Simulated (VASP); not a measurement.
# BiCl4F (F-43m) in VASP: a series of runs, part 2 of 2

VASP 6.6.1. Earlier steps stand in the parts before.

## 4. Single point, PBE

This run uses another cell than the first one, of 21.19 Å³/atom, 1.006 times its volume.

The input, INCAR:

```
SYSTEM = BiCl4F
PREC = Accurate
ENCUT = 520
EDIFF = 1E-7
ISMEAR = 0
SIGMA = 0.1
LREAL = .False.
LASPH = .True.
NELM = 100
ALGO = Normal
ISIF = 2
LWAVE = .False.
LCHARG = .False.
GGA = PE
NBANDS = 34
```

The input, KPOINTS:

```
Automatic mesh
0
Gamma
  8 8 8
  0 0 0
```

The input, POSCAR:

```
BiCl4F
1.0
    0.0000000000      3.9911364367      3.9911364367
    3.9911364367      0.0000000000      3.9911364367
    3.9911364367      3.9911364367      0.0000000000
Bi Cl F
1 4 1
Direct
    0.2500000000      0.2500000000      0.2500000000
    0.6254388190      0.6254388190      0.1236835429
    0.6254388190      0.1236835429      0.6254388190
    0.1236835429      0.6254388190      0.6254388190
    0.6254388190      0.6254388190      0.6254388190
    0.0000000000      0.0000000000      0.0000000000
```

The run is started by

```console
$ cat potpaw_PBE.64/Bi_d/POTCAR potpaw_PBE.64/Cl/POTCAR potpaw_PBE.64/F/POTCAR > POTCAR
$ mpirun -np 1 vasp_std > vasp.out
```

Run time: 2.2 min. Hardware: 1 thread of Intel Xeon Platinum 8559C (Emerald Rapids), shared host; peak memory 0.31 GiB.

Results (log left out):

* Free energy: -12.2210 eV
* Pressure: -0.2 GPa
* Largest force: 0.005 eV/Å
* Band gap on the k mesh: zero (band 25 reaches 3.78 eV, above the bottom of band 26 at 3.17 eV)

Forces on the atoms (eV/Å):
```
Bi   0.000  0.000  0.000
Cl   0.003  0.003 -0.003
Cl   0.003 -0.003  0.003
Cl  -0.003  0.003  0.003
Cl  -0.003 -0.003 -0.003
F    0.000  0.000  0.000
```

Levels at points of the mesh, in eV from the Fermi level:
```
           k point  band 22  band 23  band 24  band 25  band 26  band 27  band 28  band 29
(0.00, 0.00, 0.00)    -0.41    -0.41     0.02     0.02     0.02     1.37     1.37     1.37
(0.50, 0.00, 0.00)    -0.93    -0.93    -0.39     0.30     0.30     0.50     1.59     1.59
(0.50, 0.50, 0.00)    -1.01    -0.92    -0.92     0.17     0.17     0.86     1.37     1.37
```

Caveat: spin-orbit coupling is left out, which moves the levels of the heavy elements.

## 5. Single point, PBE

This run uses another cell than the first one, of 21.19 Å³/atom, 1.006 times its volume.

The input, INCAR:

```
ALGO     = Normal         # electronic algorithm
EDIFF    = 1E-7           # SCF threshold, eV
ENCUT    = 520            # plane-wave cutoff, eV
GGA      = PE             # functional
ISIF     = 2              # what is computed and relaxed
ISMEAR   = 0              # smearing method
LASPH    = True           # aspherical terms in the spheres
LCHARG   = False          # write CHGCAR
LREAL    = False          # projectors in reciprocal space
LWAVE    = False          # write WAVECAR
NBANDS   = 34             # bands
NELM     = 60             # most SCF steps
PREC     = Accurate       # precision mode
SIGMA    = 0.1            # smearing width, eV
```

The input, KPOINTS:

```
k-points
0
Gamma
  8 8 8
```

POSCAR is that of step 4.

The run is started by

```console
$ cat potpaw_PBE.64/Bi_d/POTCAR potpaw_PBE.64/Cl/POTCAR potpaw_PBE.64/F/POTCAR > POTCAR
$ mpirun -np 1 vasp_std > vasp.out
```

Wall time 2.7 min (1 thread of Intel Xeon Platinum 8559C (Emerald Rapids), shared host); peak memory 0.31 GiB.

It converged, with:

| Item | Value |
| --- | --- |
| Free energy | -12.2210 eV |
| Pressure | -0.2 GPa |
| Largest force | 0.005 eV/Å |
| Band gap on the k mesh | zero (band 25 reaches 3.78 eV, above the bottom of band 26 at 3.17 eV) |

Forces on the atoms (eV/Å):
```
Bi   0.000  0.000  0.000
Cl   0.003  0.003 -0.003
Cl   0.003 -0.003  0.003
Cl  -0.003  0.003  0.003
Cl  -0.003 -0.003 -0.003
F    0.000  0.000  0.000
```

Levels at points of the mesh, in eV from the Fermi level:
```csv
k point,band 22,band 23,band 24,band 25,band 26,band 27,band 28,band 29
"(0.00, 0.00, 0.00)",-0.41,-0.41,0.02,0.02,0.02,1.37,1.37,1.37
"(0.50, 0.00, 0.00)",-0.93,-0.93,-0.39,0.30,0.30,0.50,1.59,1.59
"(0.50, 0.50, 0.00)",-1.01,-0.92,-0.92,0.17,0.17,0.86,1.37,1.37
```

Caveat: spin-orbit coupling is left out, which moves the levels of the heavy elements.

## 6. Relaxation of cell and atoms, PBE

This run uses another cell than the first one, of 29.03 Å³/atom, 1.378 times its volume.

The input, INCAR:

```
ALGO     = Normal         # electronic algorithm
EDIFF    = 1E-7           # SCF threshold, eV
EDIFFG   = -0.04          # ionic threshold
ENCUT    = 600            # plane-wave cutoff, eV
GGA      = PE             # functional
IBRION   = 2              # ionic algorithm
ISIF     = 3              # what is computed and relaxed
ISMEAR   = 0              # smearing method
LASPH    = T              # aspherical terms in the spheres
LCHARG   = F              # write CHGCAR
LREAL    = F              # projectors in reciprocal space
LWAVE    = F              # write WAVECAR
NELM     = 100            # most SCF steps
NSW      = 90             # ionic steps
PREC     = Accurate       # precision mode
SIGMA    = 0.1            # smearing width, eV
```

The input, KPOINTS:

```
k-points
0
Gamma
  4 4 4
```

The input, POSCAR:

```
BiCl4F
1.0
    0.0000000000      4.4327019400      4.4327019400
    4.4327019400      0.0000000000      4.4327019400
    4.4327019400      4.4327019400      0.0000000000
Bi Cl F
1 4 1
Direct
    0.7500000000      0.7500000000      0.7500000000
    0.8760569700      0.3746476800      0.3746476800
    0.3746476800      0.3746476800      0.3746476800
    0.3746476800      0.8760569700      0.3746476800
    0.3746476800      0.3746476800      0.8760569700
    0.0000000000      0.0000000000      0.0000000000
```

Potentials or basis: VASP PAW PBE potentials, release 64 (Bi_d, Cl, F).

The run is started by

```console
$ cat potpaw_PBE.64/Bi_d/POTCAR potpaw_PBE.64/Cl/POTCAR potpaw_PBE.64/F/POTCAR > POTCAR
$ mpirun -np 1 vasp_std > vasp.out
```

OUTCAR:

```text
EDIFF = 1E-7
   EDIFFG = -0.04
   ENCUT = 600
   GGA = PE
   IBRION = 2
   ISIF = 3
   ISMEAR = 0
   LASPH = T
   LREAL = F
   NELM = 100
   NSW = 90
   PREC = Accurate

 ion  position               nearest neighbor table
   1  0.750  0.750  0.750-
   2  0.876  0.375  0.375-
   3  0.375  0.375  0.375-
   4  0.375  0.876  0.375-
   5  0.375  0.375  0.876-
   6  0.000  0.000  0.000-

  LATTYP: Found a face centered cubic cell.
 ALAT       =     8.8654038800

  Lattice vectors:

 A1 = (   0.0000000000,   4.4327019400,   4.4327019400)
 A2 = (   4.4327019400,   0.0000000000,   4.4327019400)
 A3 = (   4.4327019400,   4.4327019400,   0.0000000000)

Analysis of symmetry for initial positions (statically):
=====================================================================
 Subroutine PRICEL returns:
 Original cell was already a primitive cell.

 Routine SETGRP: Setting up the symmetry group for a
 face centered cubic supercell.

 Subroutine GETGRP returns: Found 24 space group operations
 (whereof 24 operations were pure point group operations)
 out of a pool of 48 trial point group operations.
[... 139 lines left out ...]
 Gauss-broadening in eV      SIGMA  =   0.10
  energy-cutoff  :      600.00
  volume of cell :      174.19
 maximum number of plane-waves:      5836
   NGX = 25   NGY = 25   NGZ = 25

--------------------------------------- Ionic step        1  -------------------------------------------

 number of electron      50.0000008 magnetization

 Free energy of the ion-electron system (eV)
  ---------------------------------------------------
  ext. energy  EPLUGINS =         0.00000000
  ---------------------------------------------------
  free energy    TOTEN  =       -10.97974022 eV

  energy without entropy =      -10.93344715  energy(sigma->0) =      -10.95659369

------------------------ aborting loop because EDIFF is reached ----------------------------------------

  FORCE on cell =-STRESS in cart. coord.  units (eV):
  Direction    XX          YY          ZZ          XY          YZ          ZX
  --------------------------------------------------------------------------------------
  -------------------------------------------------------------------------------------
  Total       -7.0141801     -7.0141801     -7.0141801      0.0000000      0.0000000      0.0000000
  in kB      -64.5136942    -64.5136942    -64.5136942      0.0000000      0.0000000      0.0000000
  external PRESSURE =     -64.5136942 kB  Pullay stress =       0.0000000 kB
[... 187 lines left out ...]
--------------------------------------- Ionic step        6  -------------------------------------------

 number of electron      49.9999998 magnetization

 Free energy of the ion-electron system (eV)
  ---------------------------------------------------
  ext. energy  EPLUGINS =         0.00000000
  ---------------------------------------------------
  free energy    TOTEN  =       -12.35012683 eV

  energy without entropy =      -12.31840341  energy(sigma->0) =      -12.33426512

 E-fermi :   3.6866     XC(G=0):  -9.6571

 val. band max:        3.6415241568   @ k =   0.2500   0.2500   0.0000
 cond. band min:       3.7485926654   @ k =   0.2500   0.0000   0.0000
 fundamental gap:      0.1070685086
 Fermi energy:         3.6865760133

 k-point     1 :       0.0000    0.0000    0.0000
  band No.  band energies     occupation
      1     -20.9080      2.00000
      2     -20.9080      2.00000
      3     -20.9072      2.00000
      4     -20.9072      2.00000
      5     -20.9072      2.00000
      6     -15.9898      2.00000
[... 286 lines left out ...]
  FREE ENERGIE OF THE ION-ELECTRON SYSTEM (eV)
  ---------------------------------------------------
  free  energy   TOTEN  =       -12.3501268324 eV

  energy  without entropy=      -12.3184034138  energy(sigma->0) =      -12.33426512

 reached required accuracy - stopping structural energy minimisation
```

OSZICAR:

```text
N       E                     dE             d eps       ncg     rms          rms(c)
DAV:   1     0.497466433278E+03    0.49747E+03   -0.24207E+04   480   0.173E+03
DAV:   2     0.391767208986E+02   -0.45829E+03   -0.44614E+03   604   0.387E+02
DAV:   3    -0.147921260001E+02   -0.53969E+02   -0.52311E+02   550   0.141E+02
[... 92 lines left out ...]
DAV:   5    -0.123501259825E+02    0.43801E-05   -0.48601E-05   552   0.463E-02    0.983E-03
DAV:   6    -0.123501263326E+02   -0.35004E-06   -0.14195E-05   504   0.212E-02    0.747E-03
DAV:   7    -0.123501265930E+02   -0.26043E-06   -0.67194E-07   554   0.705E-03    0.380E-03
DAV:   8    -0.123501268061E+02   -0.21307E-06   -0.21017E-07   376   0.278E-03    0.165E-03
DAV:   9    -0.123501268324E+02   -0.26323E-07   -0.24266E-08   276   0.116E-03
   6 F= -.12350127E+02 E0= -.12334265E+02  d E =-.118795E-02
```

It took 9.9 min on 1 thread of Oxide Virtual Turin-like, shared host; peak memory 0.36 GiB.

Results:

```yaml
Free_energy: -12.3501 eV
Relaxed_volume: 20.97 Å³/atom
Relaxed_cell: a = 5.625 Å, b = 5.625 Å, c = 5.625 Å, α = 60.00°, β = 60.00°, γ = 60.00°
Space_group_after_relaxing_to_0.05_Å: F-43m (No. 216)
Energy_gained_by_relaxing: 228.4 meV/atom
Ionic_steps: 6
Pressure_after_relaxing: 0.0 GPa
Largest_force_after_relaxing: 0.004 eV/Å
Band_gap_on_the_k_mesh: zero (band 25 reaches 3.92 eV, above the bottom of band 26 at 3.29 eV)
```

Forces in eV/Å, atoms in the order of the input:
```
Bi   0.000  0.000  0.000
Cl  -0.002  0.002  0.002
Cl  -0.002 -0.002 -0.002
Cl   0.002 -0.002  0.002
Cl   0.002  0.002 -0.002
F    0.000  0.000  0.000
```

Step by step:
```tsv
step	energy change (eV)	largest force (eV/Å)	pressure (GPa)	volume (Å³)
1	0.0000	0.0569	-6.45	174.19
2	-1.0177	0.0036	-4.72	146.35
3	-1.3586	0.0815	-1.06	128.98
4	-1.3683	0.1065	0.32	124.96
5	-1.3692	0.1006	-0.02	125.88
6	-1.3704	0.0040	-0.01	125.82
```

Final structure:
```yaml
crystal:
  lattice:
    - [0.00000, 3.97713, 3.97713]
    - [3.97713, 0.00000, 3.97713]
    - [3.97713, 3.97713, 0.00000]
  atoms:
    - { symbol: Bi, position: [0.75000, 0.75000, 0.75000] }
    - { symbol: Cl, position: [0.87628, 0.37457, 0.37457] }
    - { symbol: Cl, position: [0.37457, 0.37457, 0.37457] }
    - { symbol: Cl, position: [0.37457, 0.87628, 0.37457] }
    - { symbol: Cl, position: [0.37457, 0.37457, 0.87628] }
    - { symbol: F, position: [0.00000, 0.00000, 0.00000] }
```

Caveat: the volume moved by over 15 % at a fixed basis, so the end points are rough; spin-orbit coupling is left out, which moves the levels of the heavy elements.

## 7. Relaxation of cell and atoms, PBE

The input, INCAR:

```
PREC = Accurate ; ENCUT = 600
EDIFF = 1E-6 ; ISMEAR = 0
SIGMA = 0.1 ; LREAL = False
LASPH = True ; NELM = 80
ALGO = Normal ; ISIF = 3
LWAVE = False ; LCHARG = False
GGA = PE ; IBRION = 2
NSW = 100 ; EDIFFG = -0.01
```

The input, KPOINTS:

```
Automatic mesh
0
Gamma
  8 8 8
```

The input, POSCAR:

```
BiCl4F
1.0
    0.0000000000      3.9837683748      3.9837683748
    3.9837683748      0.0000000000      3.9837683748
    3.9837683748      3.9837683748      0.0000000000
Bi Cl F
1 4 1
Direct
    0.2500000000      0.2500000000      0.2500000000
    0.6254061426      0.6254061426      0.1237815722
    0.6254061426      0.1237815722      0.6254061426
    0.1237815722      0.6254061426      0.6254061426
    0.6254061426      0.6254061426      0.6254061426
    0.0000000000      0.0000000000      0.0000000000
```

The run is started by

```console
$ cat potpaw_PBE.64/Bi_d/POTCAR potpaw_PBE.64/Cl/POTCAR potpaw_PBE.64/F/POTCAR > POTCAR
$ mpirun -np 1 vasp_std > vasp.out
```

It took 4.4 min on 1 thread of Oxide Virtual Turin-like, shared host; peak memory 0.38 GiB.

Results (log left out):

```
Free energy                            : -12.2220 eV
Relaxed volume                         : 21.13 Å³/atom
Relaxed cell                           : a = 5.639 Å, b = 5.639 Å, c = 5.639 Å, α = 60.00°, β = 60.00°, γ = 60.00°
Space group after relaxing (to 0.05 Å) : F-43m (No. 216)
Energy gained by relaxing              : 0.0 meV/atom
Ionic steps                            : 2
Pressure after relaxing                : 0.0 GPa
Band gap on the k mesh                 : zero (band 25 reaches 3.82 eV, above the bottom of band 26 at 3.21 eV)
```

The path:
| step | energy change (eV) | largest force (eV/Å) | pressure (GPa) | volume (Å³) |
| --- | --- | --- | --- | --- |
| 1 | 0.0000 | 0.0040 | 0.13 | 126.45 |
| 2 | -0.0001 | 0.0001 | 0.00 | 126.76 |

Final structure:
```
Bi Cl F
1.0
     0.00000    3.98703    3.98703
     3.98703    0.00000    3.98703
     3.98703    3.98703    0.00000
Bi Cl F
1 4 1
Direct
  0.25000 0.25000 0.25000
  0.62542 0.62542 0.12374
  0.62542 0.12374 0.62542
  0.12374 0.62542 0.62542
  0.62542 0.62542 0.62542
  0.00000 0.00000 0.00000
```

Levels at points of the mesh, in eV from the Fermi level:
```
           k point  band 21  band 22  band 23  band 24  band 25  band 26  band 27  band 28  band 29  band 30
(0.00, 0.00, 0.00)    -0.41    -0.41    -0.41     0.02     0.02     0.02     1.38     1.38     1.38     7.17
(0.50, 0.00, 0.00)    -1.27    -0.94    -0.94    -0.39     0.31     0.31     0.50     1.60     1.60     7.22
(0.50, 0.50, 0.00)    -2.18    -1.02    -0.93    -0.93     0.17     0.17     0.86     1.38     1.38     8.51
```

Caveat: spin-orbit coupling is left out, which moves the levels of the heavy elements.

## 8. Overview

| task | cell | k mesh | cutoff (eV) | gap on the mesh (eV) | pressure (GPa) | relaxed volume (Å³/atom) | largest force (eV/Å) |
| --- | --- | --- | --- | --- | --- | --- | --- |
| single point | a = 5.634 Å, angles 60.0°, 6 atoms | 4 × 4 × 4 | 520 | none | -0.3 | - | 0.01 |
| single point | a = 6.269 Å, angles 60.0°, 6 atoms | 4 × 4 × 4 | 520 | none | -6.5 | - | 0.06 |
| single point | a = 5.644 Å, angles 60.0°, 6 atoms | 8 × 8 × 8 | 520 | none | -0.2 | - | 0.01 |
| relaxation of cell and atoms | relaxed from a = 6.269 Å, angles 60.0°, 6 atoms | 4 × 4 × 4 | 600 | none | 0.0 | 20.97 | - |
| relaxation of cell and atoms | relaxed from a = 5.634 Å, angles 60.0°, 6 atoms | 8 × 8 × 8 | 600 | none | 0.0 | 21.13 | - |

Alike in all rows: level PBE; potentials or basis VASP PAW PBE potentials, release 64 (Bi_d, Cl, F); no spin polarisation; smearing gaussian 0.1 eV.

Caveats: spin-orbit coupling is left out, which moves the levels of the heavy elements; the volume moved by over 15 % at a fixed basis, so the end points are rough (some runs).

Total energies depend on the potentials used, so only differences within one code and one set of settings carry meaning.
